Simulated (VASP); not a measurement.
# NiO2 (R-3m) in VASP: further runs

NiO2 is run at these levels: r2SCAN; tasks: single point.

All numbers are computed with VASP 6.6.1; they aren't measurements. Logs are shortened: lines on timing, memory, paths and dates and some standing lists are left out, and cuts for length are marked.

### 1 The cell of the first run

It takes space group R-3m (No. 166, trigonal). The conventional cell has a = 2.772 Å, b = 2.772 Å, c = 14.886 Å, α = 90.00°, β = 90.00°, γ = 120.00°. Within 2.5 Å of Ni (site symmetry -3m) lie 6 O at 1.86 Å. O (site symmetry 3m) has 3 Ni at 1.86 Å and 3 O at 2.47 Å within 2.5 Å.

### 2 Single point, r2SCAN (11.00 Å³/atom)

File POSCAR:

```
NiO2
1.0
    1.3857810925      0.8000810868      4.9620506893
   -1.3857810925      0.8000810868      4.9620506893
    0.0000000000     -1.6001621736      4.9620506893
Ni O
1 2
Direct
    0.0000000000      0.0000000000      0.0000000000
    0.6034691195      0.6034691195      0.6034691195
    0.3965308805      0.3965308805      0.3965308805
```

File INCAR.step1:

```
SYSTEM = NiO2
PREC = Accurate
ENCUT = 770
ISMEAR = 0
SIGMA = 0.02
LREAL = .False.
LASPH = .True.
NELM = 120
NBANDS = 22
GGA = PE
ALGO = Normal
EDIFF = 1E-5
LWAVE = .True.
LCHARG = .False.
GGA_COMPAT = .False.
```

File INCAR.step2:

```
SYSTEM = NiO2
PREC = Accurate
ENCUT = 770
EDIFF = 1E-6
ISMEAR = 0
SIGMA = 0.02
LREAL = .False.
LASPH = .True.
NELM = 120
ALGO = Normal
ISIF = 2
LWAVE = .False.
LCHARG = .True.
METAGGA = R2SCAN
LMIXTAU = .True.
LELF = .True.
LVHAR = .True.
NBANDS = 22
ISTART = 1
GGA_COMPAT = .False.
```

File KPOINTS:

```
regular mesh
0
Gamma
  12 12 12
  0 0 0
```

Potentials or basis: VASP PAW PBE potentials, release 64 (Ni_sv_GW, O).

Launch:

```bash
$ cat potpaw_PBE.64/Ni_sv_GW/POTCAR potpaw_PBE.64/O/POTCAR > POTCAR
$ cp INCAR.step1 INCAR
$ mpirun -np 1 vasp_std > vasp.out
$ cp INCAR.step2 INCAR
$ mpirun -np 1 vasp_std > vasp.out
```

OUTCAR:

```text
SYSTEM = NiO2
   PREC = Accurate
   ENCUT = 770
   EDIFF = 1E-6
   ISMEAR = 0
   LREAL = .False.
   LASPH = .True.
   NELM = 120
   ISIF = 2
   METAGGA = R2SCAN
   ISTART = 1

 ion  position               nearest neighbor table
   1  0.000  0.000  0.000-   2 1.86   2 1.86   3 1.86   3 1.86   2 1.86   3 1.86
   2  0.603  0.603  0.603-   1 1.86   1 1.86   1 1.86
   3  0.397  0.397  0.397-   1 1.86   1 1.86   1 1.86

  LATTYP: Found a trigonal (rhomboedric) cell.
 ALAT       =     5.2136806600
 COS(alpha) =     0.8587038251

  Lattice vectors:

 A1 = (   1.3857810925,   0.8000810868,   4.9620506893)
 A2 = (  -1.3857810925,   0.8000810868,   4.9620506893)
 A3 = (   0.0000000000,  -1.6001621736,   4.9620506893)

Analysis of symmetry for initial positions (statically):
=====================================================================
 Subroutine PRICEL returns:
 Original cell was already a primitive cell.

 Routine SETGRP: Setting up the symmetry group for a
 trigonal (rhombohedral) supercell.

 Subroutine GETGRP returns: Found 12 space group operations
 (whereof 12 operations were pure point group operations)
 out of a pool of 12 trial point group operations.

The static configuration has the point symmetry D_3d.

Analysis of symmetry for dynamics (positions and initial velocities):
=====================================================================
 Subroutine PRICEL returns:
 Original cell was already a primitive cell.

 Routine SETGRP: Setting up the symmetry group for a
 trigonal (rhombohedral) supercell.

 Subroutine GETGRP returns: Found 12 space group operations
 (whereof 12 operations were pure point group operations)
 out of a pool of 12 trial point group operations.

The dynamic configuration has the point symmetry D_3d.

 Subroutine INISYM returns: Found 12 space group operations
 (whereof 12 operations are pure point group operations),
 and found     1 'primitive' translations

----------------------------------------------------------------------------------------

                                     Primitive cell

  volume of cell :      33.0097

  direct lattice vectors                    reciprocal lattice vectors
     1.385781093  0.800081087  4.962050689     0.360807347  0.208312219  0.067176527
    -1.385781093  0.800081087  4.962050689    -0.360807347  0.208312219  0.067176527
[... 85 lines left out ...]
   ENCUT  =  770.0 eV  56.59 Ry    7.52 a.u.  11.80 11.80 11.80*2*pi/ulx,y,z
   NELM   =    120;   NELMIN=  2; NELMDL=  0     # of ELM steps
   EDIFF  = 0.1E-05   stopping-criterion for ELM
   LREAL  =      F    real-space projection
   EDIFFG = 0.1E-04   stopping-criterion for IOM
   NSW    =      0    number of steps for IOM
   IBRION =     -1    ionic relax: 0-MD 1-quasi-New 2-CG
   NFREE  =      0    steps in history (QN), initial steepest desc. (CG)
   ISIF   =      2    stress and relaxation
   ISYM   =      2    0-nonsym 1-usesym 2-fastsym
   POTIM  = 0.5000    time-step for ionic-motion
   TEBEG  =    0.0;   TEEND  =   0.0 temperature during run
   PSTRESS=    0.0 pullay stress
   NELECT =      30.0000    total number of electrons
   NUPDOWN=      -1.0000    fix difference up-down
   EMIN   =  10.00;   EMAX   =-10.00  energy-range for DOS
   EFERMI =   0.00;   METHOD = LEGACY
   ISMEAR =     0;   SIGMA  =   0.02  broadening in eV -4-tet -1-fermi 0-gaus
   EFERMI_NEDOS =   21; number of points for ismear=-14 and -15
   IALGO  =     38    algorithm
   IMIX   =      4    mixing-type and parameters
     AMIX     =   0.40;   BMIX     =  1.00
     AMIX_MAG =   1.60;   BMIX_MAG =  1.00
  volume/ion in A,a.u.               =      11.00        74.25
  Fermi-wavevector in a.u.,A,eV,Ry     =   1.585751  2.996634 34.213278  2.514605
  Thomas-Fermi vector in A             =   2.685167
   LORBIT       =      0    0 simple, 1 ext, 2 COOP (PROOUT), +10 PAW based schemes
   METAGGA = R2SCAN    functional components
   LHFCALC =     F    Hartree Fock is set to
   AEXX    =    0.0000 exact exchange contribution
   IVDW    =     0    specifies the selected vdW correction
   LEPSILON=     F    determine dielectric tensor
   LRPA    =     F    only Hartree local field effects (RPA)
 non-spin polarized calculation
 Gauss-broadening in eV      SIGMA  =   0.02
  energy-cutoff  :      770.00
  volume of cell :       33.01
 maximum number of plane-waves:      1637
   NGX = 23   NGY = 23   NGZ = 23

 number of electron      29.9999995 magnetization

 Free energy of the ion-electron system (eV)
  ---------------------------------------------------
  ext. energy  EPLUGINS =         0.00000000
  ---------------------------------------------------
  free energy    TOTEN  =       -27.54962205 eV

  energy without entropy =      -27.54962205  energy(sigma->0) =      -27.54962205

 E-fermi :   1.1536     XC(G=0): -11.2336

 val. band max:        1.0073467322   @ k =  -0.4167   0.5000   0.4167
 cond. band min:       2.5583643200   @ k =   0.4167   0.4167   0.1667
 fundamental gap:      1.5510175878
 Fermi energy:         1.1536084878

 k-point     1 :       0.0000    0.0000    0.0000
  band No.  band energies     occupation
      1    -106.8209      2.00000
      2     -65.7718      2.00000
      3     -65.7718      2.00000
      4     -65.5284      2.00000
      5     -19.5324      2.00000
      6     -17.0919      2.00000
[... 589 lines left out ...]
     21      19.0207      0.00000
     22      19.3019      0.00000

 [... further k-points ...]

------------------------ aborting loop because EDIFF is reached ----------------------------------------

  FORCE on cell =-STRESS in cart. coord.  units (eV):
  Direction    XX          YY          ZZ          XY          YZ          ZX
  --------------------------------------------------------------------------------------
  -------------------------------------------------------------------------------------
  Total        0.2912842      0.2912842      0.1268909      0.0000000     -0.0000000      0.0000000
  in kB       14.1379477     14.1379477      6.1588564      0.0000000     -0.0000000      0.0000000
  external PRESSURE =      11.4782506 kB  Pullay stress =       0.0000000 kB

 VOLUME and BASIS-vectors are now :
 -----------------------------------------------------------------------------
  energy-cutoff  :      770.00
  volume of cell :       33.01
      direct lattice vectors                 reciprocal lattice vectors
     1.385781093  0.800081087  4.962050689     0.360807347  0.208312219  0.067176527
    -1.385781093  0.800081087  4.962050689    -0.360807347  0.208312219  0.067176527
     0.000000000 -1.600162174  4.962050689     0.000000000 -0.416624438  0.067176527

 POSITION                                       TOTAL-FORCE (eV/Angst)
 -----------------------------------------------------------------------------------
      0.00000      0.00000      0.00000         0.000000      0.000000     -0.000000
      0.00000      0.00000      8.98333         0.000000     -0.000000     -0.063446
      0.00000      0.00000      5.90282         0.000000     -0.000000      0.063446
 -----------------------------------------------------------------------------------
    total drift:                                0.000000      0.000000     -0.000000

  FREE ENERGIE OF THE ION-ELECTRON SYSTEM (eV)
  ---------------------------------------------------
  free  energy   TOTEN  =       -27.5496220526 eV

  energy  without entropy=      -27.5496220526  energy(sigma->0) =      -27.54962205
```

It took 27 min on 1 thread of Intel Xeon Platinum 8488C (Sapphire Rapids), shared host; peak memory 0.58 GiB.

What came out:

| Property | Result |
| --- | --- |
| Free energy | -27.5496 eV |
| Pressure | 1.1 GPa |
| Largest force | 0.063 eV/Å |
| Band gap on the k mesh | 1.55 eV (least direct gap 1.76 eV) |

Forces in eV/Å, atoms in the order of the input:
```
Ni   0.000  0.000  0.000
O    0.000  0.000 -0.063
O    0.000  0.000  0.063
```

Levels at points of the mesh, in eV from the valence-band top:
```csv
k point,band 12,band 13,band 14,band 15,band 16,band 17,band 18,band 19
"(0.00, 0.00, 0.00)",-0.86,-0.86,-0.74,-0.41,2.85,2.85,8.53,12.47
"(0.50, 0.00, 0.00)",-1.97,-1.84,-1.72,-1.07,2.26,2.71,13.16,13.58
"(0.50, 0.50, 0.00)",-1.97,-1.76,-1.50,-1.13,2.04,2.74,13.49,14.17
"(0.50, 0.50, 0.50)",-1.65,-0.83,-0.83,-0.11,2.82,2.82,10.42,10.92
```

Caveat: the PAW data sets were made with another functional, which shifts forces and pressure a little; the run has no spin polarisation, though such a crystal can be magnetic.

### 3 Single point, r2SCAN

This run uses another cell than the first one, of 11.34 Å³/atom.

File POSCAR:

```
NiO2
1.0
    1.3868755767      0.8007129875      5.1074453104
   -1.3868755767      0.8007129875      5.1074453104
    0.0000000000     -1.6014259751      5.1074453104
Ni O
1 2
Direct
    0.0000000000      0.0000000000      0.0000000000
    0.6052842837      0.6052842837      0.6052842837
    0.3947157163      0.3947157163      0.3947157163
```

File INCAR.step1:

```
PREC = Accurate
ENCUT = 770
ISMEAR = 0
SIGMA = 0.02
LREAL = F
LASPH = T
NELM = 120
NBANDS = 22
GGA = PE
ALGO = Normal
EDIFF = 1E-5
LWAVE = T
LCHARG = F
GGA_COMPAT = F
```

File INCAR.step2:

```
PREC = Accurate
ENCUT = 770
EDIFF = 1E-6
ISMEAR = 0
SIGMA = 0.02
LREAL = F
LASPH = T
NELM = 120
ALGO = Normal
ISIF = 2
LWAVE = F
LCHARG = F
METAGGA = R2SCAN
LMIXTAU = T
NBANDS = 22
ISTART = 1
GGA_COMPAT = F
```

File KPOINTS:

```
Automatic mesh
0
Gamma
  12 12 12
```

Potentials or basis: VASP PAW PBE potentials, release 64 (Ni_sv_GW, O).

Launch:

```bash
$ cat potpaw_PBE.64/Ni_sv_GW/POTCAR potpaw_PBE.64/O/POTCAR > POTCAR
$ cp INCAR.step1 INCAR
$ mpirun -np 1 vasp_std > vasp.out
$ cp INCAR.step2 INCAR
$ mpirun -np 1 vasp_std > vasp.out
```

Run time: 20 min. Hardware: 1 thread of Intel Xeon 6975P-C (Granite Rapids), shared host; peak memory 0.57 GiB.

The run converged. Its results:

| Item | Value |
| --- | --- |
| Free energy | -27.5511 eV |
| Pressure | 0.6 GPa |
| Largest force | 0.060 eV/Å |
| Band gap on the k mesh | 1.60 eV (least direct gap 1.82 eV) |

Forces in eV/Å, atoms in the order of the input:
```
Ni   0.000  0.000  0.000
O    0.000  0.000 -0.060
O    0.000  0.000  0.060
```

Stress tensor (GPa, compression positive):
```
0.90 0.00 0.00
0.00 0.90 0.00
0.00 0.00 0.10
```

Levels at points of the mesh, in eV from the valence-band top:
```csv
k point,band 12,band 13,band 14,band 15,band 16,band 17,band 18,band 19
"(0.00, 0.00, 0.00)",-0.82,-0.82,-0.80,-0.35,2.87,2.87,8.47,12.42
"(0.50, 0.00, 0.00)",-1.93,-1.76,-1.69,-1.04,2.26,2.74,13.19,13.57
"(0.50, 0.50, 0.00)",-1.93,-1.72,-1.50,-1.09,2.09,2.77,13.47,14.19
"(0.50, 0.50, 0.50)",-1.53,-0.80,-0.80,-0.11,2.85,2.85,10.25,10.82
```

Caveat: the PAW data sets were made with another functional, which shifts forces and pressure a little; the run has no spin polarisation, though such a crystal can be magnetic. Spin polarisation is off, so any magnetic state and its effect on volume and gap are missing.

### 4 Single point, r2SCAN (10.66 Å³/atom)

This run uses another cell than the first one, of 10.66 Å³/atom.

File POSCAR:

```
NiO2
1.0
    1.3837612149      0.7989149099      4.8226336428
   -1.3837612149      0.7989149099      4.8226336428
    0.0000000000     -1.5978298199      4.8226336428
Ni O
1 2
Direct
    0.0000000000      0.0000000000      0.0000000000
    0.6015829766      0.6015829766      0.6015829766
    0.3984170234      0.3984170234      0.3984170234
```

File INCAR.step1:

```
PREC = Accurate
ENCUT = 770
ISMEAR = 0
SIGMA = 0.02
LREAL = False
LASPH = True
NELM = 120
NBANDS = 22
GGA = PE
ALGO = Normal
EDIFF = 1E-5
LWAVE = True
LCHARG = False
GGA_COMPAT = False
```

File INCAR.step2:

```
PREC = Accurate
ENCUT = 770
EDIFF = 1E-6
ISMEAR = 0
SIGMA = 0.02
LREAL = False
LASPH = True
NELM = 120
ALGO = Normal
ISIF = 2
LWAVE = False
LCHARG = False
METAGGA = R2SCAN
LMIXTAU = True
NBANDS = 22
ISTART = 1
GGA_COMPAT = False
```

File KPOINTS:

```
regular mesh
0
Gamma
  12 12 12
```

Potentials or basis: VASP PAW PBE potentials, release 64 (Ni_sv_GW, O).

Launch:

```bash
$ cat potpaw_PBE.64/Ni_sv_GW/POTCAR potpaw_PBE.64/O/POTCAR > POTCAR
$ cp INCAR.step1 INCAR
$ mpirun -np 1 vasp_std > vasp.out
$ cp INCAR.step2 INCAR
$ mpirun -np 1 vasp_std > vasp.out
```

OUTCAR:

```text
PREC = Accurate
   ENCUT = 770
   EDIFF = 1E-6
   ISMEAR = 0
   LREAL = False
   LASPH = True
   NELM = 120
   ISIF = 2
   METAGGA = R2SCAN
   ISTART = 1

 ion  position               nearest neighbor table
   1  0.000  0.000  0.000-   2 1.85   2 1.85   3 1.85   3 1.85   2 1.85   3 1.85
   2  0.602  0.602  0.602-   1 1.85   1 1.85   1 1.85
   3  0.398  0.398  0.398-   1 1.85   1 1.85   1 1.85

  LATTYP: Found a trigonal (rhomboedric) cell.
[... 796 lines left out ...]

  FORCE on cell =-STRESS in cart. coord.  units (eV):
  Direction    XX          YY          ZZ          XY          YZ          ZX
  --------------------------------------------------------------------------------------
  -------------------------------------------------------------------------------------
  Total        0.4552828      0.4552828      0.2879852      0.0000000     -0.0000000      0.0000000
  in kB       22.8031399     22.8031399     14.4239294      0.0000000     -0.0000000      0.0000000
  external PRESSURE =      20.0100697 kB  Pullay stress =       0.0000000 kB

 VOLUME and BASIS-vectors are now :
 -----------------------------------------------------------------------------
  energy-cutoff  :      770.00
  volume of cell :       31.99
      direct lattice vectors                 reciprocal lattice vectors
     1.383761215  0.798914910  4.822633643     0.361334018  0.208616293  0.069118527
    -1.383761215  0.798914910  4.822633643    -0.361334018  0.208616293  0.069118527
     0.000000000 -1.597829820  4.822633643     0.000000000 -0.417232585  0.069118527

 POSITION                                       TOTAL-FORCE (eV/Angst)
 -----------------------------------------------------------------------------------
      0.00000      0.00000      0.00000         0.000000     -0.000000     -0.000000
      0.00000     -0.00000      8.70364        -0.000000      0.000000     -0.059858
      0.00000     -0.00000      5.76426        -0.000000     -0.000000      0.059858
 -----------------------------------------------------------------------------------
    total drift:                               -0.000000     -0.000000     -0.000000

  FREE ENERGIE OF THE ION-ELECTRON SYSTEM (eV)
  ---------------------------------------------------
  free  energy   TOTEN  =       -27.5432675934 eV

  energy  without entropy=      -27.5432675934  energy(sigma->0) =      -27.54326759
```

OUTCAR.step1:

```text
PREC = Accurate
   ENCUT = 770
   ISMEAR = 0
   LREAL = False
   LASPH = True
[... 826 lines left out ...]
      0.00000      0.00000      0.00000         0.000000      0.000000     -0.000000
      0.00000     -0.00000      8.70364        -0.000000      0.000000     -0.461673
      0.00000     -0.00000      5.76426        -0.000000     -0.000000      0.461673
 -----------------------------------------------------------------------------------
    total drift:                               -0.000000     -0.000000     -0.000000

  FREE ENERGIE OF THE ION-ELECTRON SYSTEM (eV)
  ---------------------------------------------------
  free  energy   TOTEN  =       -18.4536111131 eV

  energy  without entropy=      -18.4536111131  energy(sigma->0) =      -18.45361111
```

Wall time 57 min (1 thread of Intel Xeon Platinum 8259CL at 2.50GHz (Skylake/Cascade Lake), shared host); peak memory 0.56 GiB.

Results:

* Free energy: -27.5433 eV
* Pressure: 2.0 GPa
* Largest force: 0.060 eV/Å
* Band gap on the k mesh: 1.50 eV (least direct gap 1.70 eV)

Forces in eV/Å, atoms in the order of the input:
```
Ni   0.000  0.000  0.000
O    0.000  0.000 -0.060
O    0.000  0.000  0.060
```

Stress tensor (GPa, compression positive):
```
2.28 0.00 0.00
0.00 2.28 0.00
0.00 0.00 1.44
```

Caveat: the PAW data sets were made with another functional, which shifts forces and pressure a little; the run has no spin polarisation, though such a crystal can be magnetic. Spin polarisation is off, so any magnetic state and its effect on volume and gap are missing.

### 5 Single point, r2SCAN (11.68 Å³/atom)

This run uses another cell than the first one, of 11.68 Å³/atom.

File POSCAR:

```
NiO2
1.0
    1.3872051540      0.8009032690      5.2581692689
   -1.3872051540      0.8009032690      5.2581692689
    0.0000000000     -1.6018065381      5.2581692689
Ni O
1 2
Direct
    0.0000000000      0.0000000000      0.0000000000
    0.6070238751      0.6070238751      0.6070238751
    0.3929761249      0.3929761249      0.3929761249
```

File INCAR.step1:

```
SYSTEM = NiO2
  ALGO = Normal
  EDIFF = 1E-5
  ENCUT = 770
  GGA = PE
  GGA_COMPAT = .False.
  ISMEAR = 0
  LASPH = .True.
  LCHARG = .False.
  LREAL = .False.
  LWAVE = .True.
  NBANDS = 22
  NELM = 120
  PREC = Accurate
  SIGMA = 0.02
```

File INCAR.step2:

```
SYSTEM = NiO2
  ALGO = Normal
  EDIFF = 1E-6
  ENCUT = 770
  GGA_COMPAT = .False.
  ISIF = 2
  ISMEAR = 0
  ISTART = 1
  LASPH = .True.
  LCHARG = .False.
  LMIXTAU = .True.
  LREAL = .False.
  LWAVE = .False.
  METAGGA = R2SCAN
  NBANDS = 22
  NELM = 120
  PREC = Accurate
  SIGMA = 0.02
```

File KPOINTS:

```
k-points
0
Gamma
  12 12 12
  0 0 0
```

Launch:

```bash
$ cat potpaw_PBE.64/Ni_sv_GW/POTCAR potpaw_PBE.64/O/POTCAR > POTCAR
$ cp INCAR.step1 INCAR
$ mpirun -np 1 vasp_std > vasp.out
$ cp INCAR.step2 INCAR
$ mpirun -np 1 vasp_std > vasp.out
```

Run time: 41 min. Hardware: 1 thread of Intel Xeon Platinum 8559C (Emerald Rapids), shared host; peak memory 0.62 GiB.

Results (log left out):

```
Free energy            : -27.5508 eV
Pressure               : 0.4 GPa
Largest force          : 0.052 eV/Å
Band gap on the k mesh : 1.64 eV (least direct gap 1.86 eV)
```

Forces on the atoms (eV/Å):
```
Ni   0.000  0.000  0.000
O    0.000  0.000 -0.052
O    0.000  0.000  0.052
```

Stress tensor (GPa, compression positive):
```
 0.70  0.00  0.00
 0.00  0.70  0.00
 0.00  0.00 -0.21
```

Levels at points of the mesh, in eV from the valence-band top:
| k point | band 13 | band 14 | band 15 | band 16 | band 17 | band 18 |
| --- | --- | --- | --- | --- | --- | --- |
| (0.00, 0.00, 0.00) | -0.79 | -0.79 | -0.30 | 2.89 | 2.89 | 8.41 |
| (0.50, 0.00, 0.00) | -1.70 | -1.67 | -1.02 | 2.26 | 2.77 | 13.22 |
| (0.50, 0.50, 0.00) | -1.69 | -1.51 | -1.06 | 2.13 | 2.79 | 13.47 |
| (0.50, 0.50, 0.50) | -0.78 | -0.78 | -0.11 | 2.88 | 2.88 | 10.07 |

Caveat: the PAW data sets were made with another functional, which shifts forces and pressure a little; the run has no spin polarisation, though such a crystal can be magnetic.

### 6 The runs side by side

| cell | gap on the mesh (eV) | pressure (GPa) | largest force (eV/Å) |
| --- | --- | --- | --- |
| a = 5.214 Å, angles 30.8°, 3 atoms, atomic positions A | 1.55 | 1.1 | 0.06 |
| a = 5.353 Å, angles 30.0°, 3 atoms, atomic positions B | 1.60 | 0.6 | 0.06 |
| a = 5.080 Å, angles 31.6°, 3 atoms, atomic positions C | 1.50 | 2.0 | 0.06 |
| a = 5.497 Å, angles 29.2°, 3 atoms, atomic positions D | 1.64 | 0.4 | 0.05 |

Alike in all rows: task single point; level r2SCAN; potentials or basis VASP PAW PBE potentials, release 64 (Ni_sv_GW, O); no spin polarisation; k mesh 12 × 12 × 12; cutoff (eV) 770; smearing gaussian 0.02 eV.

Caveats: the PAW data sets were made with another functional, which shifts forces and pressure a little; the run has no spin polarisation, though such a crystal can be magnetic.

Total energies depend on the potentials used, so only differences within one code and one set of settings carry meaning.
